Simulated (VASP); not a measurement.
Write the native input for VASP 6.6.1 that does the following.

| Item | Value |
| --- | --- |
| Task | single point |
| Functional | PBE |
| Potentials or basis | VASP PAW PBE potentials, release 64 (Al, Sn_d) |
| Cutoff | 520 eV |
| k mesh | 3 × 3 × 4 |
| Occupations | gaussian, width 0.1 eV |
| Spin | no spin polarisation |
| Dipole correction | no |
| Further INCAR settings | ALGO = Normal; EDIFF = 1e-06; NBANDS = 16 |

The structure of AlSn lies in POSCAR:

```
AlSn
1.0
    4.4236624544      0.0000000000      0.0000000000
   -2.2118312272      3.8310040633      0.0000000000
    0.0000000000      0.0000000000      3.4845180793
Al Sn
1 1
Direct
    0.0000000000      0.0000000000      0.0000000000
    0.3333333333      0.6666666667      0.5000000000
```

These files were run (other wordings do the same):

INCAR

```
  PREC = Accurate
  ENCUT = 520
  EDIFF = 1E-6
  ISMEAR = 0
  SIGMA = 0.1
  LREAL = F
  LASPH = T
  NELM = 80
  ALGO = Normal
  ISIF = 2
  LWAVE = F
  LCHARG = T
  GGA = PE
  LELF = T
  LVHAR = T
  NBANDS = 16
```

KPOINTS

```
Automatic mesh
0
Gamma
  3 3 4
```

Potentials or basis: VASP PAW PBE potentials, release 64 (Al, Sn_d).

The run is started by

```sh
$ cat potpaw_PBE.64/Al/POTCAR potpaw_PBE.64/Sn_d/POTCAR > POTCAR
$ mpirun -np 1 vasp_std > vasp.out
```

It gave:

```
Pressure : -4.9 GPa
```

Caveat: the k points lie up to 0.55 Å⁻¹ apart.

Wall time 8.6 s on 1 thread of Intel Xeon 6975P-C, on a shared host, peak memory 0.18 GiB.
